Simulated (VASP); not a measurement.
Write the native input for VASP 6.6.1 that does the following.

```yaml
Task: G0W0 quasiparticle levels
Functional: PBE
Potentials_or_basis: VASP PAW PBE potentials, release 64 (Y_sv_GW, N_GW)
Cutoff: 500 eV
k_mesh: 4 × 4 × 4
Occupations: gaussian, width 0.01 eV
Spin: no spin polarisation
Dipole_correction: no
GW_scheme: G0W0
GW_iterations: 1
Cutoff_of_the_response_function: 60
Frequency_points: 48
Empty_bands: 40
Further_INCAR_settings: ALGO = EVGW0; EDIFF = 1e-08; NBANDS = 48
```

Crystal: YN.

```
Y N
1.0
     0.00000    2.44805    2.44805
     2.44805    0.00000    2.44805
     2.44805    2.44805    0.00000
Y N
1 1
Direct
  0.00000 0.00000 0.00000
  0.50000 0.50000 0.50000
```

One way to write it, as run:

POSCAR

```
YN
1.0
    0.0000000000      2.4480479768      2.4480479768
    2.4480479768      0.0000000000      2.4480479768
    2.4480479768      2.4480479768      0.0000000000
Y N
1 1
Direct
    0.0000000000      0.0000000000      0.0000000000
    0.5000000000      0.5000000000      0.5000000000
```

INCAR.step1

```
SYSTEM = YN
PREC = Accurate ; ENCUT = 500
EDIFF = 1E-8 ; ISMEAR = 0
SIGMA = 0.01 ; LREAL = .FALSE.
LASPH = .TRUE. ; NELM = 80
ALGO = Normal ; LWAVE = .TRUE.
LCHARG = .FALSE. ; GGA = PE
```

INCAR.step2

```
SYSTEM = YN
PREC = Accurate ; ENCUT = 500
EDIFF = 1E-8 ; ISMEAR = 0
SIGMA = 0.01 ; LREAL = .FALSE.
LASPH = .TRUE. ; NELM = 1
ALGO = Exact ; LWAVE = .TRUE.
LCHARG = .FALSE. ; GGA = PE
NBANDS = 48 ; LOPTICS = .TRUE.
ISTART = 1
```

INCAR.step3

```
SYSTEM = YN
PREC = Accurate ; ENCUT = 500
EDIFF = 1E-8 ; ISMEAR = 0
SIGMA = 0.01 ; LREAL = .FALSE.
LASPH = .TRUE. ; ALGO = EVGW0
LWAVE = .FALSE. ; LCHARG = .FALSE.
GGA = PE ; NELMGW = 1
NBANDS = 48 ; ENCUTGW = 60.0
NOMEGA = 48 ; PRECFOCK = Fast
ISTART = 1 ; NBANDSGW = 16
```

KPOINTS

```
Automatic mesh
0
G
  4 4 4
  0 0 0
```

Potentials or basis: VASP PAW PBE potentials, release 64 (Y_sv_GW, N_GW).

Command:

```console
$ cat potpaw_PBE.64/Y_sv_GW/POTCAR potpaw_PBE.64/N_GW/POTCAR > POTCAR
$ cp INCAR.step1 INCAR
$ mpirun -np 1 vasp_std > vasp.out
$ cp INCAR.step2 INCAR
$ mpirun -np 1 vasp_std > vasp.out
$ cp INCAR.step3 INCAR
$ mpirun -np 1 vasp_std > vasp.out
```

Results of the run:

* Band gap on the k mesh, mean-field level: 0.13 eV, indirect (least direct gap 0.53 eV)
* Quasiparticle gap: 0.33 eV
* Least direct quasiparticle gap: 0.82 eV

Caveat: the k points lie up to 0.56 Å⁻¹ apart; bands, screening cutoff and mesh are small and nothing is extrapolated, so the quasiparticle values aren't converged.

Run time: 39 s on 1 thread of Intel(R) Xeon(R) Platinum 8559C (Emerald Rapids) (shared host), peak memory 0.23 GiB.
